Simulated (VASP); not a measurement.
# SnC2 (R-3m) in VASP: single point with PBE

Aim: the single point of SnC2 with PBE.

Everything below comes from runs of VASP 6.6.1. Logs are shortened: lines on timing, memory, paths and dates and some standing lists are left out, and cuts for length are marked.

## 1. The cell of the first run

Symmetry: R-3m, No. 166, trigonal system. Conventional cell: a = 3.475 Å, b = 3.475 Å, c = 11.750 Å, α = 90.00°, β = 90.00°, γ = 120.00°. Sn (site symmetry -3m) has 12 C at 2.39 to 3.30 Å within 3.3 Å. C (site symmetry 3m) has 1 C at 1.32 Å within 1.8 Å.

The cell was generated, and may not be a known phase.

## 2. Single point, PBE

Input file INCAR:

```
  PREC = Accurate
  ENCUT = 600
  EDIFF = 1E-6
  ISMEAR = 0
  SIGMA = 0.1
  LREAL = False
  LASPH = True
  NELM = 120
  ALGO = Normal
  ISIF = 2
  LWAVE = False
  LCHARG = False
  GGA = PE
  NBANDS = 18
  GGA_COMPAT = False
```

Input file KPOINTS:

```
regular mesh
0
Gamma
  12 12 12
```

Input file POSCAR:

```
SnC2
1.0
    1.7375275613      1.0031620052      3.9167946100
   -1.7375275613      1.0031620052      3.9167946100
    0.0000000000     -2.0063240104      3.9167946100
Sn C
1 2
Direct
    0.5000000000      0.5000000000      0.5000000000
    0.0563063257      0.0563063257      0.0563063257
    0.9436936743      0.9436936743      0.9436936743
```

Potentials or basis: VASP PAW PBE potentials, release 64 (Sn_d, C).

On the command line:

```sh
$ cat potpaw_PBE.64/Sn_d/POTCAR potpaw_PBE.64/C/POTCAR > POTCAR
$ mpirun -np 1 vasp_std > vasp.out
```

OUTCAR:

```text
PREC = Accurate
   ENCUT = 600
   EDIFF = 1E-6
   ISMEAR = 0
   LREAL = False
   LASPH = True
   NELM = 120
   ISIF = 2
   GGA = PE

 ion  position               nearest neighbor table
   1  0.500  0.500  0.500-   2 2.39   3 2.39   2 2.39   2 2.39   3 2.39   3 2.39
   2  0.056  0.056  0.056-   3 1.32   1 2.39   1 2.39   1 2.39
   3  0.944  0.944  0.944-   2 1.32   1 2.39   1 2.39   1 2.39

  LATTYP: Found a trigonal (rhomboedric) cell.
 ALAT       =     4.4007517599
 COS(alpha) =     0.6882261704

  Lattice vectors:

 A1 = (   1.7375275613,   1.0031620052,   3.9167946100)
 A2 = (  -1.7375275613,   1.0031620052,   3.9167946100)
 A3 = (   0.0000000000,  -2.0063240104,   3.9167946100)

Analysis of symmetry for initial positions (statically):
=====================================================================
 Subroutine PRICEL returns:
 Original cell was already a primitive cell.

 Routine SETGRP: Setting up the symmetry group for a
 trigonal (rhombohedral) supercell.

 Subroutine GETGRP returns: Found 12 space group operations
 (whereof 12 operations were pure point group operations)
 out of a pool of 12 trial point group operations.

The static configuration has the point symmetry D_3d.

Analysis of symmetry for dynamics (positions and initial velocities):
=====================================================================
 Subroutine PRICEL returns:
 Original cell was already a primitive cell.

 Routine SETGRP: Setting up the symmetry group for a
 trigonal (rhombohedral) supercell.

 Subroutine GETGRP returns: Found 12 space group operations
 (whereof 12 operations were pure point group operations)
 out of a pool of 12 trial point group operations.

The dynamic configuration has the point symmetry D_3d.

 Subroutine INISYM returns: Found 12 space group operations
 (whereof 12 operations are pure point group operations),
 and found     1 'primitive' translations

----------------------------------------------------------------------------------------

                                     Primitive cell

  volume of cell :      40.9623

  direct lattice vectors                    reciprocal lattice vectors
     1.737527561  1.003162005  3.916794610     0.287765219  0.166141327  0.085103603
    -1.737527561  1.003162005  3.916794610    -0.287765219  0.166141327  0.085103603
     0.000000000 -2.006324010  3.916794610     0.000000000 -0.332282654  0.085103603

  length of vectors
     4.400751760  4.400751760  4.400751760     0.343007850  0.343007850  0.343007850

  position of ions in fractional coordinates (direct lattice)
     0.500000000  0.500000000  0.500000000
     0.056306326  0.056306326  0.056306326
     0.943693674  0.943693674  0.943693674

  ion indices of the primitive-cell ions
   primitive index   ion index
                 1           1
                 2           2
                 3           3

----------------------------------------------------------------------------------------

 KPOINTS: regular mesh

Automatic generation of k-mesh.
 Grid dimensions read from file:
 generate k-points for:   12   12   12

 Generating k-lattice:

  Cartesian coordinates                     Fractional coordinates (reciprocal lattice)
     0.023980435  0.013845111  0.007091967     0.083333333  0.000000000  0.000000000
    -0.023980435  0.013845111  0.007091967     0.000000000  0.083333333  0.000000000
     0.000000000 -0.027690221  0.007091967     0.000000000  0.000000000  0.083333333

  Length of vectors
     0.028583988  0.028583988  0.028583988

  Shift w.r.t. Gamma in fractional coordinates (k-lattice)
     0.000000000  0.000000000  0.000000000

 Subroutine IBZKPT returns following result:
 ===========================================

 Found    189 irreducible k-points:

 Following reciprocal coordinates:
            Coordinates               Weight
  0.000000  0.000000  0.000000      1.000000
  0.083333  0.000000 -0.000000      6.000000
  0.166667  0.000000  0.000000      6.000000
  0.250000  0.000000 -0.000000      6.000000
  0.333333  0.000000 -0.000000      6.000000
  0.416667  0.000000 -0.000000      6.000000
[... 16 lines left out ...]
  0.500000  0.166667 -0.000000     12.000000
 -0.416667  0.166667 -0.000000     12.000000
 [... further k-points ...]
   k-points           NKPTS =    189   k-points in BZ     NKDIM =    189   number of bands    NBANDS=     18
   number of dos      NEDOS =    301   number of ions     NIONS =      3
   total plane-waves  NPLWV =  46656
   dimension x,y,z NGX =    36 NGY =   36 NGZ =   36
   dimension x,y,z NGXF=    72 NGYF=   72 NGZF=   72
   ions per type =               1   2
   NGX,Y,Z   is equivalent  to a cutoff of  13.60, 13.60, 13.60 a.u.
   NGXF,Y,Z  is equivalent  to a cutoff of  27.20, 27.20, 27.20 a.u.
 SYSTEM =  unknown system
   PREC   = accura    normal or accurate (medium, high low for compatibility)
   ISTART =      0    job   : 0-new  1-cont  2-samecut
   ICHARG =      2    charge: 1-file 2-atom 10-const
   ISPIN  =      1    spin polarized calculation?
   LNONCOLLINEAR =      F non collinear calculations
   LSORBIT =      F    spin-orbit coupling
   LASPH  =      T    aspherical Exc in radial PAW
   ENCUT  =  600.0 eV  44.10 Ry    6.64 a.u.   8.79  8.79  8.79*2*pi/ulx,y,z
   NELM   =    120;   NELMIN=  2; NELMDL= -5     # of ELM steps
   EDIFF  = 0.1E-05   stopping-criterion for ELM
   LREAL  =      F    real-space projection
   EDIFFG = 0.1E-04   stopping-criterion for IOM
   NSW    =      0    number of steps for IOM
   IBRION =     -1    ionic relax: 0-MD 1-quasi-New 2-CG
   NFREE  =      0    steps in history (QN), initial steepest desc. (CG)
   ISIF   =      2    stress and relaxation
   ISYM   =      2    0-nonsym 1-usesym 2-fastsym
   POTIM  = 0.5000    time-step for ionic-motion
   TEBEG  =    0.0;   TEEND  =   0.0 temperature during run
   PSTRESS=    0.0 pullay stress
   NELECT =      22.0000    total number of electrons
   NUPDOWN=      -1.0000    fix difference up-down
   EMIN   =  10.00;   EMAX   =-10.00  energy-range for DOS
   EFERMI =   0.00;   METHOD = LEGACY
   ISMEAR =     0;   SIGMA  =   0.10  broadening in eV -4-tet -1-fermi 0-gaus
   EFERMI_NEDOS =   21; number of points for ismear=-14 and -15
   IALGO  =     38    algorithm
   IMIX   =      4    mixing-type and parameters
     AMIX     =   0.40;   BMIX     =  1.00
     AMIX_MAG =   1.60;   BMIX_MAG =  1.00
  volume/ion in A,a.u.               =      13.65        92.14
  Fermi-wavevector in a.u.,A,eV,Ry     =   1.330722  2.514701 24.093495  1.770822
  Thomas-Fermi vector in A             =   2.459788
   LORBIT       =      0    0 simple, 1 ext, 2 COOP (PROOUT), +10 PAW based schemes
   GGA     = PE    functional components
   LHFCALC =     F    Hartree Fock is set to
   AEXX    =    0.0000 exact exchange contribution
   IVDW    =     0    specifies the selected vdW correction
   LEPSILON=     F    determine dielectric tensor
   LRPA    =     F    only Hartree local field effects (RPA)
 non-spin polarized calculation
 Gauss-broadening in eV      SIGMA  =   0.10
  energy-cutoff  :      600.00
  volume of cell :       40.96
 maximum number of plane-waves:      1377
   NGX = 17   NGY = 17   NGZ = 17

 number of electron      22.0000001 magnetization

 Free energy of the ion-electron system (eV)
  ---------------------------------------------------
  ext. energy  EPLUGINS =         0.00000000
  ---------------------------------------------------
  free energy    TOTEN  =       -19.28875630 eV

  energy without entropy =      -19.28623720  energy(sigma->0) =      -19.28749675

 E-fermi :   7.5173     XC(G=0): -10.8734

 val. band max:        7.5148163228   @ k =  -0.0833   0.3333   0.0833
 cond. band min:       7.5315089250   @ k =   0.1667   0.1667   0.0000
 fundamental gap:      0.0166926023
 Fermi energy:         7.5172874331

 k-point     1 :       0.0000    0.0000    0.0000
  band No.  band energies     occupation
      1     -14.0657      2.00000
      2     -14.0657      2.00000
      3     -14.0525      2.00000
      4     -13.9832      2.00000
      5     -13.9832      2.00000
      6      -8.1626      2.00000
[... 10 lines left out ...]
     17      14.9755      0.00000
     18      18.4320      0.00000

 k-point     2 :       0.0833    0.0000   -0.0000
  band No.  band energies     occupation
      1     -14.0696      2.00000
      2     -14.0583      2.00000
      3     -14.0467      2.00000
      4     -13.9880      2.00000
      5     -13.9844      2.00000
      6      -8.0919      2.00000
[... 10 lines left out ...]
     17      15.2893      0.00000
     18      16.8833      0.00000

 k-point     3 :       0.1667    0.0000    0.0000
  band No.  band energies     occupation
      1     -14.0824      2.00000
      2     -14.0388      2.00000
      3     -14.0296      2.00000
      4     -14.0002      2.00000
      5     -13.9865      2.00000
      6      -7.8891      2.00000
[... 10 lines left out ...]
     17      15.7925      0.00000
     18      15.8244      0.00000

 k-point     4 :       0.2500    0.0000   -0.0000
  band No.  band energies     occupation
      1     -14.1016      2.00000
      2     -14.0192      2.00000
      3     -14.0178      2.00000
      4     -14.0036      2.00000
      5     -13.9824      2.00000
      6      -7.5849      2.00000
[... 10 lines left out ...]
     17      16.6383      0.00000
     18      16.9206      0.00000

 k-point     5 :       0.3333    0.0000   -0.0000
  band No.  band energies     occupation
      1     -14.1223      2.00000
      2     -14.0311      2.00000
      3     -14.0148      2.00000
      4     -13.9806      2.00000
      5     -13.9628      2.00000
      6      -7.2401      2.00000
[... 10 lines left out ...]
     17      17.6401      0.00000
     18      17.8863      0.00000

 k-point     6 :       0.4167    0.0000   -0.0000
  band No.  band energies     occupation
      1     -14.1381      2.00000
      2     -14.0408      2.00000
      3     -14.0168      2.00000
      4     -13.9634      2.00000
      5     -13.9430      2.00000
      6      -6.9535      2.00000
[... 10 lines left out ...]
     17      18.3687      0.00000
     18      18.4954      0.00000

 k-point     7 :       0.5000    0.0000   -0.0000
  band No.  band energies     occupation
      1     -14.1439      2.00000
      2     -14.0443      2.00000
      3     -14.0180      2.00000
      4     -13.9571      2.00000
      5     -13.9353      2.00000
      6      -6.8393      2.00000
[... 10 lines left out ...]
     17      18.6947      0.00000
     18      18.7322      0.00000

 k-point     8 :       0.0833    0.0833   -0.0000
  band No.  band energies     occupation
      1     -14.0699      2.00000
      2     -14.0581      2.00000
      3     -14.0466      2.00000
      4     -13.9885      2.00000
      5     -13.9837      2.00000
      6      -8.0772      2.00000
[... 10 lines left out ...]
     17      15.3847      0.00000
     18      16.9224      0.00000
[... 229 lines left out ...]
     17      15.4604      0.00000
     18      16.3637      0.00000

 k-point    20 :       0.2500    0.1667   -0.0000
  band No.  band energies     occupation
      1     -14.0911      2.00000
      2     -14.0376      2.00000
      3     -14.0175      2.00000
      4     -14.0022      2.00000
      5     -13.9831      2.00000
      6      -7.6128      2.00000
[... 10 lines left out ...]
     17      15.8803      0.00000
     18      16.5387      0.00000

 k-point    21 :       0.3333    0.1667    0.0000
  band No.  band energies     occupation
      1     -14.0975      2.00000
      2     -14.0356      2.00000
      3     -14.0211      2.00000
      4     -14.0001      2.00000
      5     -13.9676      2.00000
      6      -7.3148      2.00000
[... 10 lines left out ...]
     17      16.5295      0.00000
     18      17.3062      0.00000

 k-point    22 :       0.4167    0.1667   -0.0000
  band No.  band energies     occupation
      1     -14.1066      2.00000
      2     -14.0354      2.00000
      3     -14.0225      2.00000
      4     -13.9963      2.00000
      5     -13.9512      2.00000
      6      -7.0033      2.00000
[... 10 lines left out ...]
     17      16.8861      0.00000
     18      18.4647      0.00000

 k-point    23 :       0.5000    0.1667   -0.0000
  band No.  band energies     occupation
      1     -14.1144      2.00000
      2     -14.0385      2.00000
      3     -14.0273      2.00000
      4     -13.9777      2.00000
      5     -13.9469      2.00000
      6      -6.7743      2.00000
[... 10 lines left out ...]
     17      17.3137      0.00000
     18      19.1263      0.00000

 k-point    24 :      -0.4167    0.1667   -0.0000
  band No.  band energies     occupation
      1     -14.1167      2.00000
      2     -14.0389      2.00000
      3     -14.0312      2.00000
      4     -13.9601      2.00000
      5     -13.9550      2.00000
      6      -6.7186      2.00000
[... 10 lines left out ...]
     17      17.9139      0.00000
     18      18.8316      0.00000

 [... further k-points ...]
[... 5 lines left out ...]
  --------------------------------------------------------------------------------------
  -------------------------------------------------------------------------------------
  Total       -0.0118622     -0.0118622      0.0685190      0.0000000      0.0000000      0.0000000
  in kB       -0.4639705     -0.4639705      2.6800129      0.0000000      0.0000000      0.0000000
  external PRESSURE =       0.5840240 kB  Pullay stress =       0.0000000 kB

 VOLUME and BASIS-vectors are now :
 -----------------------------------------------------------------------------
  energy-cutoff  :      600.00
  volume of cell :       40.96
      direct lattice vectors                 reciprocal lattice vectors
     1.737527561  1.003162005  3.916794610     0.287765219  0.166141327  0.085103603
    -1.737527561  1.003162005  3.916794610    -0.287765219  0.166141327  0.085103603
     0.000000000 -2.006324010  3.916794610     0.000000000 -0.332282654  0.085103603

 POSITION                                       TOTAL-FORCE (eV/Angst)
 -----------------------------------------------------------------------------------
      0.00000      0.00000      5.87519        -0.000000      0.000000      0.000000
      0.00000      0.00000      0.66162         0.000000     -0.000000      0.076720
      0.00000      0.00000     11.08876         0.000000      0.000000     -0.076720
 -----------------------------------------------------------------------------------
    total drift:                                0.000000     -0.000000      0.000000

  FREE ENERGIE OF THE ION-ELECTRON SYSTEM (eV)
  ---------------------------------------------------
  free  energy   TOTEN  =       -19.2887563001 eV

  energy  without entropy=      -19.2862371984  energy(sigma->0) =      -19.28749675
```

It took 86 s on 1 thread of Intel Xeon 6975P-C (Granite Rapids), shared host; peak memory 0.32 GiB.

Results:

- Free energy: -19.2888 eV
- Pressure: 0.1 GPa
- Largest force: 0.077 eV/Å
- Band gap on the k mesh: zero (bands 11 and 12 overlap by 4.24 eV)

Forces in eV/Å, atoms in the order of the input:
```
Sn   0.000  0.000  0.000
C    0.000  0.000  0.077
C    0.000  0.000 -0.077
```

Caveat: spin-orbit coupling is left out, which moves the levels of the heavy elements.
